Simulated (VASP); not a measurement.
A run of VASP 6.6.1:

The input INCAR:

```
PREC = Accurate
ENCUT = 520
EDIFF = 1E-6
ISMEAR = -1
SIGMA = 0.08
LREAL = F
LASPH = T
NELM = 100
ALGO = Normal
ISIF = 2
LWAVE = F
LCHARG = F
GGA = PE
NBANDS = 12
```

KPOINTS

```
regular mesh
0
Gamma
  14 14 14
```

File POSCAR:

```
Au
1.0
    0.0000000000      2.0040985960      2.0040985960
    2.0040985960      0.0000000000      2.0040985960
    2.0040985960      2.0040985960      0.0000000000
Au
1
Direct
    0.0000000000      0.0000000000      0.0000000000
```

Potentials or basis: VASP PAW PBE potentials, release 64 (Au).

Run with:

```bash
$ cat potpaw_PBE.64/Au/POTCAR > POTCAR
$ mpirun -np 1 vasp_std > vasp.out
```

Hardware: 1 thread of Intel Xeon 8259CL, on a shared host.

Question: Estimate the wall time of this run.

Answer: Wall time 18 s on 1 thread of Intel Xeon 8259CL, with other jobs on the host, peak memory 0.15 GiB. Counts: scf iterations 11, k points 104.
